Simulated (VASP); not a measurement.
# CdS (hm.eA) (Cmc2_1) in VASP: further runs

Runs on CdS (hm.eA). Level: PBEsol. Tasks: single point.

All numbers are computed with VASP 6.6.1; they aren't measurements. Logs are shortened: lines on timing, memory, paths and dates and some standing lists are left out, and cuts for length are marked.

### Step 1. The cell of the first run

The structure is orthorhombic, space group Cmc2_1 (No. 36). The conventional cell has a = 4.067 Å, b = 7.218 Å, c = 6.627 Å, α = 90.00°, β = 90.00°, γ = 90.00°. Cd (site symmetry m) has 4 S at 2.50 to 2.54 Å within 3.3 Å. S (site symmetry m) has 4 Cd at 2.50 to 2.54 Å within 3.3 Å.

### Step 2. Single point, PBEsol

The input, INCAR:

```
PREC = Accurate
ENCUT = 500
EDIFF = 1E-6
ISMEAR = 0
SIGMA = 0.1
LREAL = False
LASPH = True
NELM = 120
ALGO = Normal
ISIF = 2
LWAVE = False
LCHARG = False
GGA = PS
NBANDS = 46
GGA_COMPAT = False
```

The input, KPOINTS:

```
regular mesh
0
Gamma
  4 4 4
```

The input, POSCAR:

```
CdS
1.0
    4.0665156836      0.0000000000      0.0000000000
    0.0000000000      6.6265497702      0.0000000000
    0.0000000000      0.0000000000      7.2175753054
Cd S
4 4
Direct
    0.5000000000      0.0000000000      0.0000000000
    1.0000000000      0.5000000000      0.1666767000
    1.0000000000      0.0000000000      0.5000021000
    0.5000000000      0.5000000000      0.6666648000
    0.5000000000      0.6230000000      0.0000000000
    1.0000000000      0.1230000000      0.1666767000
    1.0000000000      0.6230000000      0.5000021000
    0.5000000000      0.1230000000      0.6666648000
```

Potentials or basis: VASP PAW PBE potentials, release 64 (Cd, S).

Command:

```bash
cat potpaw_PBE.64/Cd/POTCAR potpaw_PBE.64/S/POTCAR > POTCAR
mpirun -np 1 vasp_std > vasp.out
```

OUTCAR:

```text
PREC = Accurate
   ENCUT = 500
   EDIFF = 1E-6
   ISMEAR = 0
   LREAL = False
   LASPH = True
   NELM = 120
   ISIF = 2
   GGA = PS

 ion  position               nearest neighbor table
   1  0.500  0.000  0.000-   5 2.50   6 2.50   6 2.50   8 2.54
   2  0.000  0.500  0.167-   6 2.50   5 2.50   5 2.50   7 2.54
   3  0.000  0.000  0.500-   7 2.50   8 2.50   8 2.50   6 2.54
   4  0.500  0.500  0.667-   8 2.50   7 2.50   7 2.50   5 2.54
   5  0.500  0.623  0.000-   1 2.50   2 2.50   2 2.50   4 2.54
   6  0.000  0.123  0.167-   2 2.50   1 2.50   1 2.50   3 2.54
   7  0.000  0.623  0.500-   3 2.50   4 2.50   4 2.50   2 2.54
   8  0.500  0.123  0.667-   4 2.50   3 2.50   3 2.50   1 2.54

  LATTYP: Found a simple orthorhombic cell.
 ALAT       =     4.0665156836
 B/A-ratio  =     1.6295399516
 C/A-ratio  =     1.7748794956

  Lattice vectors:

 A1 = (   4.0665156836,   0.0000000000,   0.0000000000)
 A2 = (   0.0000000000,   6.6265497702,   0.0000000000)
 A3 = (   0.0000000000,   0.0000000000,   7.2175753054)

Analysis of symmetry for initial positions (statically):
=====================================================================
 Subroutine PRICEL returns:
 Original cell was already a primitive cell.

 Routine SETGRP: Setting up the symmetry group for a
 simple orthorhombic supercell.

 Subroutine GETGRP returns: Found  4 space group operations
 (whereof  2 operations were pure point group operations)
 out of a pool of  8 trial point group operations.

The static configuration has the point symmetry C_1h.
 The point group associated with its full space group is C_2v.

Analysis of symmetry for dynamics (positions and initial velocities):
=====================================================================
 Subroutine PRICEL returns:
 Original cell was already a primitive cell.

 Routine SETGRP: Setting up the symmetry group for a
 simple orthorhombic supercell.

 Subroutine GETGRP returns: Found  4 space group operations
 (whereof  2 operations were pure point group operations)
 out of a pool of  8 trial point group operations.

The dynamic configuration has the point symmetry C_1h.
 The point group associated with its full space group is C_2v.

 Subroutine INISYM returns: Found  4 space group operations
 (whereof  2 operations are pure point group operations),
 and found     1 'primitive' translations

----------------------------------------------------------------------------------------

                                     Primitive cell

  volume of cell :     194.4918

  direct lattice vectors                    reciprocal lattice vectors
     4.066515684  0.000000000  0.000000000     0.245910769  0.000000000  0.000000000
     0.000000000  6.626549770  0.000000000     0.000000000  0.150908095  0.000000000
     0.000000000  0.000000000  7.217575305     0.000000000  0.000000000  0.138550685

  length of vectors
     4.066515684  6.626549770  7.217575305     0.245910769  0.150908095  0.138550685

  position of ions in fractional coordinates (direct lattice)
     0.500000000  0.000000000  0.000000000
     0.000000000  0.500000000  0.166676700
     0.000000000  0.000000000  0.500002100
     0.500000000  0.500000000  0.666664800
     0.500000000  0.623000000  0.000000000
     0.000000000  0.123000000  0.166676700
     0.000000000  0.623000000  0.500002100
     0.500000000  0.123000000  0.666664800

  ion indices of the primitive-cell ions
   primitive index   ion index
                 1           1
                 2           2
                 3           3
                 4           4
                 5           5
                 6           6
                 7           7
                 8           8

----------------------------------------------------------------------------------------

 KPOINTS: regular mesh

Automatic generation of k-mesh.
 Grid dimensions read from file:
 generate k-points for:    4    4    4

 Generating k-lattice:

  Cartesian coordinates                     Fractional coordinates (reciprocal lattice)
     0.061477692  0.000000000  0.000000000     0.250000000  0.000000000  0.000000000
     0.000000000  0.037727024  0.000000000     0.000000000  0.250000000  0.000000000
     0.000000000  0.000000000  0.034637671     0.000000000  0.000000000  0.250000000

  Length of vectors
     0.061477692  0.037727024  0.034637671

  Shift w.r.t. Gamma in fractional coordinates (k-lattice)
     0.000000000  0.000000000  0.000000000

 Subroutine IBZKPT returns following result:
 ===========================================

 Found     27 irreducible k-points:

 Following reciprocal coordinates:
            Coordinates               Weight
  0.000000  0.000000  0.000000      1.000000
  0.250000  0.000000  0.000000      2.000000
  0.500000  0.000000  0.000000      1.000000
  0.000000  0.250000  0.000000      2.000000
  0.250000  0.250000  0.000000      4.000000
  0.500000  0.250000  0.000000      2.000000
[... 16 lines left out ...]
  0.250000  0.250000  0.500000      4.000000
  0.500000  0.250000  0.500000      2.000000
 [... further k-points ...]
   k-points           NKPTS =     27   k-points in BZ     NKDIM =     27   number of bands    NBANDS=     46
   number of dos      NEDOS =    301   number of ions     NIONS =      8
   total plane-waves  NPLWV =  77760
   dimension x,y,z NGX =    30 NGY =   48 NGZ =   54
   dimension x,y,z NGXF=    60 NGYF=   96 NGZF=  108
   ions per type =               4   4
   NGX,Y,Z   is equivalent  to a cutoff of  12.26, 12.04, 12.44 a.u.
   NGXF,Y,Z  is equivalent  to a cutoff of  24.53, 24.08, 24.88 a.u.
 SYSTEM =  unknown system
   PREC   = accura    normal or accurate (medium, high low for compatibility)
   ISTART =      0    job   : 0-new  1-cont  2-samecut
   ICHARG =      2    charge: 1-file 2-atom 10-const
   ISPIN  =      1    spin polarized calculation?
   LNONCOLLINEAR =      F non collinear calculations
   LSORBIT =      F    spin-orbit coupling
   LASPH  =      T    aspherical Exc in radial PAW
   ENCUT  =  500.0 eV  36.75 Ry    6.06 a.u.   7.41 12.08 13.16*2*pi/ulx,y,z
   NELM   =    120;   NELMIN=  2; NELMDL= -5     # of ELM steps
   EDIFF  = 0.1E-05   stopping-criterion for ELM
   LREAL  =      F    real-space projection
   EDIFFG = 0.1E-04   stopping-criterion for IOM
   NSW    =      0    number of steps for IOM
   IBRION =     -1    ionic relax: 0-MD 1-quasi-New 2-CG
   NFREE  =      0    steps in history (QN), initial steepest desc. (CG)
   ISIF   =      2    stress and relaxation
   ISYM   =      2    0-nonsym 1-usesym 2-fastsym
   POTIM  = 0.5000    time-step for ionic-motion
   TEBEG  =    0.0;   TEEND  =   0.0 temperature during run
   PSTRESS=    0.0 pullay stress
   NELECT =      72.0000    total number of electrons
   NUPDOWN=      -1.0000    fix difference up-down
   EMIN   =  10.00;   EMAX   =-10.00  energy-range for DOS
   EFERMI =   0.00;   METHOD = LEGACY
   ISMEAR =     0;   SIGMA  =   0.10  broadening in eV -4-tet -1-fermi 0-gaus
   EFERMI_NEDOS =   21; number of points for ismear=-14 and -15
   IALGO  =     38    algorithm
   IMIX   =      4    mixing-type and parameters
     AMIX     =   0.40;   BMIX     =  1.00
     AMIX_MAG =   1.60;   BMIX_MAG =  1.00
  volume/ion in A,a.u.               =      24.31       164.06
  Fermi-wavevector in a.u.,A,eV,Ry     =   1.175489  2.221352 18.800183  1.381774
  Thomas-Fermi vector in A             =   2.311869
   LORBIT       =      0    0 simple, 1 ext, 2 COOP (PROOUT), +10 PAW based schemes
   GGA     = PS    functional components
   LHFCALC =     F    Hartree Fock is set to
   AEXX    =    0.0000 exact exchange contribution
   IVDW    =     0    specifies the selected vdW correction
   LEPSILON=     F    determine dielectric tensor
   LRPA    =     F    only Hartree local field effects (RPA)
 non-spin polarized calculation
 Gauss-broadening in eV      SIGMA  =   0.10
  energy-cutoff  :      500.00
  volume of cell :      194.49
 maximum number of plane-waves:      4972
 NGX is ok and might be reduce to    30
   NGX = 15   NGY = 25   NGZ = 27

 number of electron      71.9999993 magnetization

 Free energy of the ion-electron system (eV)
  ---------------------------------------------------
  ext. energy  EPLUGINS =         0.00000000
  ---------------------------------------------------
  free energy    TOTEN  =       -27.20018231 eV

  energy without entropy =      -27.20018231  energy(sigma->0) =      -27.20018231

 E-fermi :   1.9004     XC(G=0):  -9.4633

 val. band max:        1.4209628684   @ k =   0.0000   0.0000   0.0000
 cond. band min:       2.5233339830   @ k =   0.0000   0.0000   0.0000
 fundamental gap:      1.1023711146
 Fermi energy:         1.9004494808

 k-point     1 :       0.0000    0.0000    0.0000
  band No.  band energies     occupation
      1     -11.1262      2.00000
      2     -10.6910      2.00000
      3     -10.6507      2.00000
      4     -10.5289      2.00000
      5      -6.4066      2.00000
      6      -6.3930      2.00000
[... 38 lines left out ...]
     45       8.1674      0.00000
     46       8.4527      0.00000

 k-point     2 :       0.2500    0.0000    0.0000
  band No.  band energies     occupation
      1     -10.9586      2.00000
      2     -10.6122      2.00000
      3     -10.5837      2.00000
      4     -10.5398      2.00000
      5      -6.3404      2.00000
      6      -6.3255      2.00000
[... 38 lines left out ...]
     45       8.3469      0.00000
     46       8.4896      0.00000

 k-point     3 :       0.5000    0.0000    0.0000
  band No.  band energies     occupation
      1     -10.6687      2.00000
      2     -10.6677      2.00000
      3     -10.5255      2.00000
      4     -10.5245      2.00000
      5      -6.3084      2.00000
      6      -6.3079      2.00000
[... 1018 lines left out ...]
     45       8.1453      0.00000
     46       8.1455      0.00000

 k-point    24 :       0.5000    0.2500    0.5000
  band No.  band energies     occupation
      1     -10.6400      2.00000
      2     -10.6390      2.00000
      3     -10.5388      2.00000
      4     -10.5378      2.00000
      5      -6.2947      2.00000
      6      -6.2943      2.00000
[... 38 lines left out ...]
     45       8.6343      0.00000
     46       8.6345      0.00000

 [... further k-points ...]
[... 5 lines left out ...]
  --------------------------------------------------------------------------------------
  -------------------------------------------------------------------------------------
  Total        2.7761600      2.6463223      0.0760848      0.0000000      0.0000000      0.0000000
  in kB       22.8693506     21.7997785      0.6267686      0.0000000      0.0000000      0.0000000
  external PRESSURE =      15.0986326 kB  Pullay stress =       0.0000000 kB

 VOLUME and BASIS-vectors are now :
 -----------------------------------------------------------------------------
  energy-cutoff  :      500.00
  volume of cell :      194.49
      direct lattice vectors                 reciprocal lattice vectors
     4.066515684  0.000000000  0.000000000     0.245910769  0.000000000  0.000000000
     0.000000000  6.626549770  0.000000000     0.000000000  0.150908095  0.000000000
     0.000000000  0.000000000  7.217575305     0.000000000  0.000000000  0.138550685

 POSITION                                       TOTAL-FORCE (eV/Angst)
 -----------------------------------------------------------------------------------
      2.03326      0.00000      0.00000         0.000000      0.066138     -0.147696
      0.00000      3.31327      1.20300         0.000000      0.066138      0.147696
      0.00000      0.00000      3.60880         0.000000      0.066007     -0.148003
      2.03326      3.31327      4.81170         0.000000      0.066007      0.148003
      2.03326      4.12834      0.00000         0.000000     -0.066126     -0.177476
      0.00000      0.81507      1.20300         0.000000     -0.066126      0.177476
      0.00000      4.12834      3.60880         0.000000     -0.066019     -0.177837
      2.03326      0.81507      4.81170         0.000000     -0.066019      0.177837
 -----------------------------------------------------------------------------------
    total drift:                                0.000000     -0.000028     -0.061423

  FREE ENERGIE OF THE ION-ELECTRON SYSTEM (eV)
  ---------------------------------------------------
  free  energy   TOTEN  =       -27.2001823059 eV

  energy  without entropy=      -27.2001823059  energy(sigma->0) =      -27.20018231
```

Run time: 3.1 min. Hardware: 1 thread of Intel Xeon Platinum 8559C (Emerald Rapids), shared host; peak memory 0.36 GiB.

Results:

```
Free energy            : -27.2002 eV
Pressure               : 1.5 GPa
Largest force          : 0.190 eV/Å
Band gap on the k mesh : 1.10 eV
```

Forces on the atoms (eV/Å):
```
Cd   0.000  0.066 -0.148
Cd   0.000  0.066  0.148
Cd   0.000  0.066 -0.148
Cd   0.000  0.066  0.148
S    0.000 -0.066 -0.177
S    0.000 -0.066  0.177
S    0.000 -0.066 -0.178
S    0.000 -0.066  0.178
```

Levels at points of the mesh, in eV from the valence-band top:
| k point | band 33 | band 34 | band 35 | band 36 | band 37 | band 38 | band 39 | band 40 |
| --- | --- | --- | --- | --- | --- | --- | --- | --- |
| (0.00, 0.00, 0.00) | -0.74 | -0.08 | -0.06 | 0.00 | 1.10 | 2.61 | 3.72 | 3.83 |
| (0.50, 0.00, 0.00) | -1.42 | -1.42 | -1.35 | -1.35 | 4.42 | 4.42 | 4.78 | 4.78 |
| (0.00, 0.50, 0.00) | -0.51 | -0.51 | -0.43 | -0.43 | 2.74 | 2.74 | 3.41 | 3.41 |
| (0.50, 0.50, 0.00) | -1.26 | -1.26 | -1.26 | -1.26 | 4.19 | 4.19 | 4.19 | 4.19 |
| (0.00, 0.00, 0.50) | -0.56 | -0.56 | -0.37 | -0.37 | 2.94 | 2.94 | 3.94 | 3.94 |
| (0.50, 0.00, 0.50) | -1.42 | -1.42 | -0.87 | -0.87 | 3.61 | 3.61 | 3.61 | 3.61 |
| (0.00, 0.50, 0.50) | -0.93 | -0.93 | -0.93 | -0.93 | 3.78 | 3.78 | 3.78 | 3.78 |
| (0.50, 0.50, 0.50) | -1.40 | -1.40 | -1.40 | -1.40 | 3.31 | 3.31 | 3.31 | 3.31 |

Caveat: the PAW data sets were made with another functional, which shifts forces and pressure a little.

### Step 3. Single point, PBEsol

This run uses another cell than the first one, of 24.43 Å³/atom, 1.005 times its volume.

The input, INCAR:

```
SYSTEM = CdS
PREC = Accurate
ENCUT = 500
EDIFF = 1E-6
ISMEAR = 0
SIGMA = 0.02
LREAL = .False.
LASPH = .True.
NELM = 120
ALGO = Normal
ISIF = 2
LWAVE = .False.
LCHARG = .False.
GGA = PS
NBANDS = 46
GGA_COMPAT = .False.
```

The input, KPOINTS:

```
Automatic mesh
0
Gamma
  8 4 4
  0 0 0
```

The input, POSCAR:

```
CdS
1.0
    4.0665156836      0.0000000000      0.0000000000
    0.0000000000      6.6265497702      0.0000000000
    0.0000000000      0.0000000000      7.2524607192
Cd S
4 4
Direct
    0.5000000000      0.0013348328      0.0001228108
    1.0000000000      0.5013348328      0.1665438558
    1.0000000000      0.0013348328      0.5001228108
    0.5000000000      0.5013348328      0.6665438558
    0.5000000000      0.6216651672     -0.0045160630
    1.0000000000      0.1216651672      0.1711827296
    1.0000000000      0.6216651672      0.4954839370
    0.5000000000      0.1216651672      0.6711827296
```

Potentials or basis: VASP PAW PBE potentials, release 64 (Cd, S).

Command:

```bash
cat potpaw_PBE.64/Cd/POTCAR potpaw_PBE.64/S/POTCAR > POTCAR
mpirun -np 1 vasp_std > vasp.out
```

Wall time 5.3 min (1 thread of Intel Xeon Platinum 8559C (Emerald Rapids), shared host); peak memory 0.43 GiB.

Results (log left out):

```
Free energy            : -27.2420 eV
Pressure               : 1.1 GPa
Band gap on the k mesh : 1.09 eV
```

Forces on the atoms (eV/Å):
```
Cd   0.000  0.001 -0.001
Cd   0.000  0.001  0.001
Cd   0.000  0.001 -0.001
Cd   0.000  0.001  0.001
S    0.000 -0.001 -0.002
S    0.000 -0.001  0.002
S    0.000 -0.001 -0.002
S    0.000 -0.001  0.002
```

Stress tensor (GPa, compression positive):
```
1.36 0.00 0.00
0.00 1.51 0.00
0.00 0.00 0.39
```

Levels at points of the mesh, in eV from the valence-band top:
```tsv
k point	band 32	band 33	band 34	band 35	band 36	band 37	band 38	band 39	band 40	band 41
(0.00, 0.00, 0.00)	-0.77	-0.76	-0.10	-0.06	0.00	1.09	2.55	3.79	3.86	5.12
(0.50, 0.00, 0.00)	-2.58	-1.46	-1.46	-1.29	-1.29	4.38	4.38	4.74	4.74	5.01
(0.00, 0.50, 0.00)	-1.37	-0.54	-0.54	-0.40	-0.40	2.72	2.72	3.40	3.40	5.31
(0.50, 0.50, 0.00)	-2.23	-1.23	-1.23	-1.23	-1.23	4.20	4.20	4.20	4.20	5.66
(0.00, 0.00, 0.50)	-1.40	-0.57	-0.57	-0.38	-0.38	2.95	2.95	3.94	3.94	5.37
(0.50, 0.00, 0.50)	-2.10	-1.36	-1.36	-0.90	-0.90	3.56	3.56	3.56	3.56	4.92
(0.00, 0.50, 0.50)	-1.42	-0.91	-0.91	-0.91	-0.91	3.76	3.76	3.76	3.76	5.29
(0.50, 0.50, 0.50)	-1.54	-1.38	-1.38	-1.38	-1.38	3.33	3.33	3.33	3.33	5.20
```

Caveat: the PAW data sets were made with another functional, which shifts forces and pressure a little.
